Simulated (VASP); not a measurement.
# NaMg6Sb (Amm2) in VASP: a series of runs

NaMg6Sb is run at these levels: PBE; tasks: single point.

Everything below comes from runs of VASP 6.6.1. Logs are shortened: lines on timing, memory, paths and dates and some standing lists are left out, and cuts for length are marked.

### 1 The cell of the first run

Symmetry: Amm2, No. 38, orthorhombic system. The conventional cell has a = 5.237 Å, b = 6.311 Å, c = 11.359 Å, α = 90.00°, β = 90.00°, γ = 90.00°. Within 4.2 Å of Sb (site symmetry mm2) lie 2 Na at 3.16 Å and 10 Mg at 3.21 to 3.26 Å. Within 4.2 Å of Mg (site symmetry mm2) lie 10 Mg at 3.16 to 3.30 Å and 2 Sb at 3.26 Å. Within 4.2 Å of Mg (site symmetry mm2) lie 10 Mg at 3.16 to 3.29 Å and 2 Na at 3.24 Å. Mg (site symmetry m) has 8 Mg at 3.15 to 3.30 Å and 2 Sb at 3.21 Å and 2 Na at 3.21 Å within 4.1 Å. Within 4.1 Å of Mg (site symmetry m) lie 8 Mg at 3.13 to 3.22 Å and 2 Na at 3.23 to 3.26 Å and 2 Sb at 3.24 to 3.26 Å. Within 4.2 Å of Na (site symmetry mm2) lie 2 Sb at 3.16 Å and 10 Mg at 3.21 to 3.26 Å.

### 2 Single point, PBE

The input, INCAR:

```
SYSTEM = NaMg6Sb
PREC     = Accurate       ! precision mode
ENCUT    = 520            ! plane-wave cutoff, eV
EDIFF    = 1E-7           ! SCF threshold, eV
ISMEAR   = -1             ! smearing method
SIGMA    = 0.05           ! smearing width, eV
LREAL    = .FALSE.        ! projectors in reciprocal space
LASPH    = .TRUE.         ! aspherical terms in the spheres
NELM     = 80             ! most SCF steps
ALGO     = Normal         ! electronic algorithm
ISIF     = 2              ! what is computed and relaxed
LWAVE    = .FALSE.        ! write WAVECAR
LCHARG   = .FALSE.        ! write CHGCAR
GGA      = PE             ! functional
NBANDS   = 22             ! bands
```

The input, KPOINTS:

```
Automatic mesh
0
G
  5 5 5
  0 0 0
```

The input, POSCAR:

```
NaMg6Sb
1.0
    5.2371895109      0.0000000000      0.0000000000
    0.0000000000      3.1555123240      5.6794029914
    0.0000000000     -3.1555123240      5.6794029914
Sb Mg Na
1 6 1
Direct
    0.0000000000      0.6657290000      0.6657290000
    0.5000000000      0.8362990000      0.8362990000
    0.5000000000      0.3357240000      0.3357240000
    0.5000000000      0.3305960000      0.8318680000
    0.5000000000      0.8318680000      0.3305960000
    0.0000000000      0.1680800000      0.6645300000
    0.0000000000      0.6645300000      0.1680800000
    0.0000000000      0.1671700000      0.1671700000
```

Potentials or basis: VASP PAW PBE potentials, release 64 (Sb, Mg, Na_pv).

Started as:

```sh
cat potpaw_PBE.64/Sb/POTCAR potpaw_PBE.64/Mg/POTCAR potpaw_PBE.64/Na_pv/POTCAR > POTCAR
mpirun -np 1 vasp_std > vasp.out
```

OUTCAR:

```text
SYSTEM = NaMg6Sb
   PREC = Accurate
   ENCUT = 520
   EDIFF = 1E-7
   ISMEAR = -1
   LREAL = .FALSE.
   LASPH = .TRUE.
   NELM = 80
   ISIF = 2
   GGA = PE

 ion  position               nearest neighbor table
   1  0.000  0.666  0.666-   8 3.16   8 3.16   4 3.21   5 3.21   4 3.21   5 3.21   6 3.24   7 3.24
                             2 3.26   2 3.26   7 3.26   6 3.26
   2  0.500  0.836  0.836-   3 3.16   3 3.16   6 3.19   7 3.19   6 3.19   7 3.19   4 3.20   5 3.20
                             1 3.26   1 3.26   4 3.30   5 3.30
   3  0.500  0.336  0.336-   2 3.16   2 3.16   6 3.19   7 3.19   6 3.19   7 3.19   4 3.21   5 3.21
                             4 3.29   5 3.29
   4  0.500  0.331  0.832-   5 3.15   5 3.16   2 3.20   3 3.21   1 3.21   1 3.21   8 3.21   8 3.21
                             6 3.22   6 3.22   3 3.29   2 3.30
   5  0.500  0.832  0.331-   4 3.15   4 3.16   2 3.20   3 3.21   1 3.21   1 3.21   8 3.21   8 3.21
                             7 3.22   7 3.22   3 3.29   2 3.30
   6  0.000  0.168  0.665-   7 3.13   7 3.18   3 3.19   3 3.19   2 3.19   2 3.19   4 3.22   4 3.22
                             1 3.24   1 3.26
   7  0.000  0.665  0.168-   6 3.13   6 3.18   3 3.19   3 3.19   2 3.19   2 3.19   5 3.22   5 3.22
                             1 3.24   1 3.26
   8  0.000  0.167  0.167-   1 3.16   1 3.16   4 3.21   5 3.21   4 3.21   5 3.21

  LATTYP: Found a base centered orthorhombic cell.
 ALAT       =     6.3110246480
 B/A-ratio  =     1.7998354651
 C/A-ratio  =     0.8298477352

  Lattice vectors:

 A1 = (   0.0000000000,   3.1555123240,  -5.6794029914)
 A2 = (   0.0000000000,   3.1555123240,   5.6794029914)
 A3 = (   5.2371895109,   0.0000000000,   0.0000000000)

Analysis of symmetry for initial positions (statically):
=====================================================================
 Subroutine PRICEL returns:
 Original cell was already a primitive cell.

 Routine SETGRP: Setting up the symmetry group for a
 base centered orthorhombic supercell.

 Subroutine GETGRP returns: Found  4 space group operations
 (whereof  4 operations were pure point group operations)
 out of a pool of  8 trial point group operations.

The static configuration has the point symmetry C_2v.

Analysis of symmetry for dynamics (positions and initial velocities):
=====================================================================
 Subroutine PRICEL returns:
 Original cell was already a primitive cell.

 Routine SETGRP: Setting up the symmetry group for a
 base centered orthorhombic supercell.

 Subroutine GETGRP returns: Found  4 space group operations
 (whereof  4 operations were pure point group operations)
 out of a pool of  8 trial point group operations.

The dynamic configuration has the point symmetry C_2v.

 Subroutine INISYM returns: Found  4 space group operations
 (whereof  4 operations are pure point group operations),
 and found     1 'primitive' translations

----------------------------------------------------------------------------------------

                                     Primitive cell

  volume of cell :     187.7158

  direct lattice vectors                    reciprocal lattice vectors
     5.237189511  0.000000000  0.000000000     0.190942107  0.000000000  0.000000000
     0.000000000  3.155512324  5.679402991     0.000000000  0.158452875  0.088037422
     0.000000000 -3.155512324  5.679402991     0.000000000 -0.158452875  0.088037422

  length of vectors
     5.237189511  6.497143708  6.497143708     0.190942107  0.181267486  0.181267486

  position of ions in fractional coordinates (direct lattice)
     0.000000000  0.665729000  0.665729000
     0.500000000  0.836299000  0.836299000
     0.500000000  0.335724000  0.335724000
     0.500000000  0.330596000  0.831868000
     0.500000000  0.831868000  0.330596000
     0.000000000  0.168080000  0.664530000
     0.000000000  0.664530000  0.168080000
     0.000000000  0.167170000  0.167170000

  ion indices of the primitive-cell ions
   primitive index   ion index
                 1           1
                 2           2
                 3           3
                 4           4
                 5           5
                 6           6
                 7           7
                 8           8

----------------------------------------------------------------------------------------

 KPOINTS: Automatic mesh

Automatic generation of k-mesh.
 Grid dimensions read from file:
 generate k-points for:    5    5    5

 Generating k-lattice:

  Cartesian coordinates                     Fractional coordinates (reciprocal lattice)
     0.038188421  0.000000000  0.000000000     0.200000000  0.000000000  0.000000000
     0.000000000  0.031690575  0.017607484     0.000000000  0.200000000 -0.000000000
     0.000000000 -0.031690575  0.017607484     0.000000000 -0.000000000  0.200000000

  Length of vectors
     0.038188421  0.036253497  0.036253497

  Shift w.r.t. Gamma in fractional coordinates (k-lattice)
     0.000000000  0.000000000  0.000000000

 Subroutine IBZKPT returns following result:
 ===========================================

 Found     27 irreducible k-points:

 Following reciprocal coordinates:
            Coordinates               Weight
  0.000000  0.000000  0.000000      1.000000
  0.200000  0.000000  0.000000      2.000000
  0.400000  0.000000  0.000000      2.000000
  0.000000  0.200000  0.000000      4.000000
  0.200000  0.200000  0.000000      8.000000
  0.400000  0.200000  0.000000      8.000000
[... 16 lines left out ...]
  0.200000  0.400000  0.400000      4.000000
  0.400000  0.400000  0.400000      4.000000
 [... further k-points ...]
   k-points           NKPTS =     27   k-points in BZ     NKDIM =     27   number of bands    NBANDS=     22
   number of dos      NEDOS =    301   number of ions     NIONS =      8
   total plane-waves  NPLWV =  92160
   dimension x,y,z NGX =    40 NGY =   48 NGZ =   48
   dimension x,y,z NGXF=    80 NGYF=   96 NGZF=   96
   ions per type =               1   6   1
   NGX,Y,Z   is equivalent  to a cutoff of  12.70, 12.28, 12.28 a.u.
   NGXF,Y,Z  is equivalent  to a cutoff of  25.39, 24.56, 24.56 a.u.
 SYSTEM =  NaMg6Sb
   PREC   = accura    normal or accurate (medium, high low for compatibility)
   ISTART =      0    job   : 0-new  1-cont  2-samecut
   ICHARG =      2    charge: 1-file 2-atom 10-const
   ISPIN  =      1    spin polarized calculation?
   LNONCOLLINEAR =      F non collinear calculations
   LSORBIT =      F    spin-orbit coupling
   LASPH  =      T    aspherical Exc in radial PAW
   ENCUT  =  520.0 eV  38.22 Ry    6.18 a.u.   9.74 12.08 12.08*2*pi/ulx,y,z
   NELM   =     80;   NELMIN=  2; NELMDL= -5     # of ELM steps
   EDIFF  = 0.1E-06   stopping-criterion for ELM
   LREAL  =      F    real-space projection
   EDIFFG = 0.1E-05   stopping-criterion for IOM
   NSW    =      0    number of steps for IOM
   IBRION =     -1    ionic relax: 0-MD 1-quasi-New 2-CG
   NFREE  =      0    steps in history (QN), initial steepest desc. (CG)
   ISIF   =      2    stress and relaxation
   ISYM   =      2    0-nonsym 1-usesym 2-fastsym
   POTIM  = 0.5000    time-step for ionic-motion
   TEBEG  =    0.0;   TEEND  =   0.0 temperature during run
   PSTRESS=    0.0 pullay stress
   NELECT =      24.0000    total number of electrons
   NUPDOWN=      -1.0000    fix difference up-down
   EMIN   =  10.00;   EMAX   =-10.00  energy-range for DOS
   EFERMI =   0.00;   METHOD = LEGACY
   ISMEAR =    -1;   SIGMA  =   0.05  broadening in eV -4-tet -1-fermi 0-gaus
   EFERMI_NEDOS =   21; number of points for ismear=-14 and -15
   IALGO  =     38    algorithm
   IMIX   =      4    mixing-type and parameters
     AMIX     =   0.40;   BMIX     =  1.00
     AMIX_MAG =   1.60;   BMIX_MAG =  1.00
  volume/ion in A,a.u.               =      23.46       158.35
  Fermi-wavevector in a.u.,A,eV,Ry     =   0.824730  1.558513  9.254398  0.680179
  Thomas-Fermi vector in A             =   1.936465
   LORBIT       =      0    0 simple, 1 ext, 2 COOP (PROOUT), +10 PAW based schemes
   GGA     = PE    functional components
   LHFCALC =     F    Hartree Fock is set to
   AEXX    =    0.0000 exact exchange contribution
   IVDW    =     0    specifies the selected vdW correction
   LEPSILON=     F    determine dielectric tensor
   LRPA    =     F    only Hartree local field effects (RPA)
 non-spin polarized calculation
  energy-cutoff  :      520.00
  volume of cell :      187.72
 maximum number of plane-waves:      5077
 NGX is ok and might be reduce to    40
   NGX = 19   NGY = 25   NGZ = 25

 number of electron      24.0000009 magnetization

 Free energy of the ion-electron system (eV)
  ---------------------------------------------------
  ext. energy  EPLUGINS =         0.00000000
  ---------------------------------------------------
  free energy    TOTEN  =       -14.78717811 eV

  energy without entropy =      -14.76803930  energy(sigma->0) =      -14.77760870

 E-fermi :   3.3815     XC(G=0):  -8.6563

 val. band max:        3.3404968593   @ k =   0.4000   0.0000   0.0000
 cond. band min:       3.4167079980   @ k =   0.4000  -0.2000   0.2000
 fundamental gap:      0.0762111387
 Fermi energy:         3.3815147006

 k-point     1 :       0.0000    0.0000    0.0000
  band No.  band energies     occupation
      1     -20.8458      2.00000
      2     -20.8389      2.00000
      3     -20.8334      2.00000
      4      -6.3063      2.00000
      5      -1.7114      2.00000
      6      -0.1878      2.00000
[... 14 lines left out ...]
     21       6.9812      0.00000
     22       7.0072      0.00000

 k-point     2 :       0.2000    0.0000    0.0000
  band No.  band energies     occupation
      1     -20.8461      2.00000
      2     -20.8389      2.00000
      3     -20.8334      2.00000
      4      -6.2129      2.00000
      5      -1.8947      2.00000
      6      -0.1152      2.00000
[... 14 lines left out ...]
     21       8.0068      0.00000
     22       8.6457      0.00000

 k-point     3 :       0.4000    0.0000    0.0000
  band No.  band energies     occupation
      1     -20.8464      2.00000
      2     -20.8388      2.00000
      3     -20.8333      2.00000
      4      -6.0390      2.00000
      5      -2.3871      2.00000
      6      -0.0348      2.00000
[... 14 lines left out ...]
     21       9.2464      0.00000
     22       9.8279      0.00000

 k-point     4 :       0.0000    0.2000    0.0000
  band No.  band energies     occupation
      1     -20.8458      2.00000
      2     -20.8389      2.00000
      3     -20.8334      2.00000
      4      -6.2567      2.00000
      5      -1.8923      2.00000
      6      -0.3894      2.00000
[... 14 lines left out ...]
     21       7.3305      0.00000
     22       7.5586      0.00000

 k-point     5 :       0.2000    0.2000    0.0000
  band No.  band energies     occupation
      1     -20.8461      2.00000
      2     -20.8389      2.00000
      3     -20.8334      2.00000
      4      -6.1673      2.00000
      5      -1.9048      2.00000
      6      -0.5853      2.00000
[... 417 lines left out ...]
 k-point    22 :       0.0000    0.4000    0.4000
  band No.  band energies     occupation
      1     -20.8458      2.00000
      2     -20.8389      2.00000
      3     -20.8335      2.00000
      4      -6.1699      2.00000
      5      -2.5198      2.00000
      6      -0.3379      2.00000
[... 14 lines left out ...]
     21       7.8922      0.00000
     22       8.0712      0.00000

 k-point    23 :       0.2000    0.4000    0.4000
  band No.  band energies     occupation
      1     -20.8461      2.00000
      2     -20.8389      2.00000
      3     -20.8335      2.00000
      4      -6.0883      2.00000
      5      -2.3197      2.00000
      6      -0.7409      2.00000
[... 14 lines left out ...]
     21       7.4829      0.00000
     22       7.8704      0.00000

 k-point    24 :       0.4000    0.4000    0.4000
  band No.  band energies     occupation
      1     -20.8464      2.00000
      2     -20.8389      2.00000
      3     -20.8334      2.00000
      4      -5.9399      2.00000
      5      -1.8576      2.00000
      6      -1.4524      2.00000
[... 14 lines left out ...]
     21       7.2423      0.00000
     22       7.4856      0.00000

 [... further k-points ...]

------------------------ aborting loop because EDIFF is reached ----------------------------------------

  FORCE on cell =-STRESS in cart. coord.  units (eV):
  Direction    XX          YY          ZZ          XY          YZ          ZX
  --------------------------------------------------------------------------------------
  -------------------------------------------------------------------------------------
  Total       -0.9847190      1.4004073      1.4809284      0.0000000      0.0000000      0.0000000
  in kB       -8.4046972     11.9526469     12.6399047      0.0000000      0.0000000      0.0000000
  external PRESSURE =       5.3959515 kB  Pullay stress =       0.0000000 kB

 VOLUME and BASIS-vectors are now :
 -----------------------------------------------------------------------------
  energy-cutoff  :      520.00
  volume of cell :      187.72
      direct lattice vectors                 reciprocal lattice vectors
     5.237189511  0.000000000  0.000000000     0.190942107  0.000000000  0.000000000
     0.000000000  3.155512324  5.679402991     0.000000000  0.158452875  0.088037422
     0.000000000 -3.155512324  5.679402991     0.000000000 -0.158452875  0.088037422

 POSITION                                       TOTAL-FORCE (eV/Angst)
 -----------------------------------------------------------------------------------
      0.00000      0.00000      7.56189         0.000000      0.000000     -0.049625
      2.61859      0.00000      9.49936         0.000000      0.000000      0.150985
      2.61859      0.00000      3.81342         0.000000      0.000000      0.001393
      2.61859     -1.58177      6.60210         0.000000     -0.108072     -0.081018
      2.61859      1.58177      6.60210         0.000000      0.108072     -0.081018
      0.00000     -1.56655      4.72873         0.000000     -0.023771      0.018646
      0.00000      1.56655      4.72873         0.000000      0.023771      0.018646
      0.00000      0.00000      1.89885         0.000000      0.000000      0.021990
 -----------------------------------------------------------------------------------
    total drift:                               -0.000000     -0.000000     -0.000021

  FREE ENERGIE OF THE ION-ELECTRON SYSTEM (eV)
  ---------------------------------------------------
  free  energy   TOTEN  =       -14.7871781105 eV

  energy  without entropy=      -14.7680392974  energy(sigma->0) =      -14.77760870
```

Run time: 52 s. Hardware: 1 thread of AMD EPYC 9R45 (Zen 5), shared host; peak memory 0.32 GiB.

What came out:

- Free energy: -14.7872 eV
- Pressure: 0.5 GPa
- Largest force: 0.151 eV/Å
- Band gap on the k mesh: zero (bands 12 and 13 overlap by 0.75 eV)

Forces on the atoms (eV/Å):
```
Sb   0.000  0.000 -0.050
Mg   0.000  0.000  0.151
Mg   0.000  0.000  0.001
Mg   0.000 -0.108 -0.081
Mg   0.000  0.108 -0.081
Mg   0.000 -0.024  0.019
Mg   0.000  0.024  0.019
Na   0.000  0.000  0.022
```

Caveat: spin-orbit coupling is left out, which moves the levels of the heavy elements.

### 3 Single point, PBE

This run uses another cell than the first one, of 23.94 Å³/atom.

The input, INCAR:

```
PREC = Accurate
ENCUT = 520
EDIFF = 1E-7
ISMEAR = -1
SIGMA = 0.05
LREAL = F
LASPH = T
NELM = 80
ALGO = Fast
ISIF = 2
LWAVE = F
LCHARG = T
GGA = PE
LELF = T
LVHAR = T
NBANDS = 22
```

The input, KPOINTS:

```
Automatic mesh
0
Gamma
  5 5 5
```

POSCAR: that of step 2 with these lines changed.

```diff
@@ -2,5 +2,5 @@
 1.0
-    5.2371895109      0.0000000000      0.0000000000
-    0.0000000000      3.1555123240      5.6794029914
-    0.0000000000     -3.1555123240      5.6794029914
+    5.2725770000      0.0000000000      0.0000000000
+    0.0000000000      3.1768340000      5.7177785000
+    0.0000000000     -3.1768340000      5.7177785000
 Sb Mg Na
```

Potentials or basis: VASP PAW PBE potentials, release 64 (Sb, Mg, Na_pv).

Started as:

```sh
cat potpaw_PBE.64/Sb/POTCAR potpaw_PBE.64/Mg/POTCAR potpaw_PBE.64/Na_pv/POTCAR > POTCAR
mpirun -np 1 vasp_std > vasp.out
```

Run time: 64 s. Hardware: 1 thread of AMD EPYC 9R45 (Zen 5), shared host; peak memory 0.34 GiB.

The run converged. Its results:

* Free energy: -14.7914 eV
* Pressure: -0.2 GPa
* Largest force: 0.147 eV/Å
* Band gap on the k mesh: zero (bands 12 and 13 overlap by 0.76 eV)

Forces on the atoms (eV/Å):
```
Sb   0.000  0.000 -0.055
Mg   0.000  0.000  0.147
Mg   0.000  0.000  0.011
Mg   0.000 -0.097 -0.079
Mg   0.000  0.097 -0.079
Mg   0.000 -0.018  0.017
Mg   0.000  0.018  0.017
Na   0.000  0.000  0.022
```

Stress tensor (GPa, compression positive):
```
-1.50  0.00  0.00
 0.00  0.41  0.00
 0.00  0.00  0.55
```

Levels at points of the mesh, in eV from the Fermi level:
```csv
k point,band 9,band 10,band 11,band 12,band 13,band 14,band 15,band 16
"(0.00, 0.00, 0.00)",-2.05,-1.86,-1.74,-0.92,0.68,1.63,1.89,2.15
```

Caveat: spin-orbit coupling is left out, which moves the levels of the heavy elements.

[end of part 1 of 2]

The gap in the log of VASP goes by the Fermi energy; the results here count the filled bands.